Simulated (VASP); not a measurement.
# Be2C: relaxation of cell and atoms with PBEsol

The system is Be2C.

```
Be C
1.0
     2.15538    2.15538    0.00000
    -2.15538    2.15538    0.00000
     0.00000    2.15538    2.15538
Be C
2 1
Direct
  0.25000 0.75000 0.50000
  0.75000 0.25000 0.50000
  0.00000 0.00000 0.00000
```

```yaml
Program: VASP 6.6.1
Task: relaxation of cell and atoms
Functional: PBEsol
Potentials_or_basis: VASP PAW PBE potentials, release 64 (Be, C)
Cutoff: 600 eV
k_mesh: 10 × 10 × 10
Occupations: gaussian, width 0.01 eV
Spin: no spin polarisation
Target_pressure: 2 GPa
Dipole_correction: no
Further_INCAR_settings: ALGO = Normal; EDIFF = 1e-07; IBRION = 2; EDIFFG = -0.002; NSW = 100; ISIF = 3
```

The relaxed volume is 6.63 Å³/atom, the relaxed cell is a = 3.041 Å, b = 3.041 Å, c = 3.041 Å, α = 60.00°, β = 60.00°, γ = 90.00° and the space group after relaxing (to 0.05 Å) is Fm-3m (No. 225). The energy change on relaxing (the enthalpy is what falls) is +0.4 meV/atom. The ionic steps are 3. The pressure after relaxing is 2.0 GPa and the band gap on the k mesh is 1.07 eV, indirect (least direct gap 4.12 eV).

Step by step:
```
step  energy change (eV)  largest force (eV/Å)  pressure (GPa)  volume (Å³)
   1              0.0000                0.0000            0.56        20.03
   2              0.0016                0.0000            2.38        19.85
   3              0.0011                0.0000            2.01        19.89
```

Final structure:
```xyz
3
Lattice="2.1504 2.1504 0.0000 -2.1504 2.1504 0.0000 0.0000 2.1504 2.1504" Properties=species:S:1:pos:R:3 pbc="T T T"
Be   -1.0752    3.2256    1.0752
Be    1.0752    3.2256    1.0752
C     0.0000    2.1504    2.1504
```

Levels at points of the mesh, in eV from the valence-band top:
| k point | band 1 | band 2 | band 3 | band 4 | band 5 | band 6 | band 7 | band 8 |
| --- | --- | --- | --- | --- | --- | --- | --- | --- |
| (0.00, 0.00, 0.00) | -15.18 | 0.00 | 0.00 | 0.00 | 4.12 | 4.12 | 4.12 | 6.92 |
| (0.50, 0.00, 0.00) | -12.24 | -8.89 | -1.87 | -1.87 | 4.98 | 4.98 | 7.23 | 9.82 |
| (0.50, 0.50, 0.00) | -11.50 | -6.86 | -4.84 | -4.84 | 1.07 | 5.86 | 13.42 | 13.42 |

Wall time 13 s on 1 thread of AMD EPYC 7R43 64-Core Processor (Zen 3) (shared host), peak memory 0.1 GiB.

Caveat: the cell is relaxed towards a set pressure, so the enthalpy falls and the energy may rise; the PAW data sets were made with another functional, which shifts forces and pressure a little. A k mesh can miss the band edges.
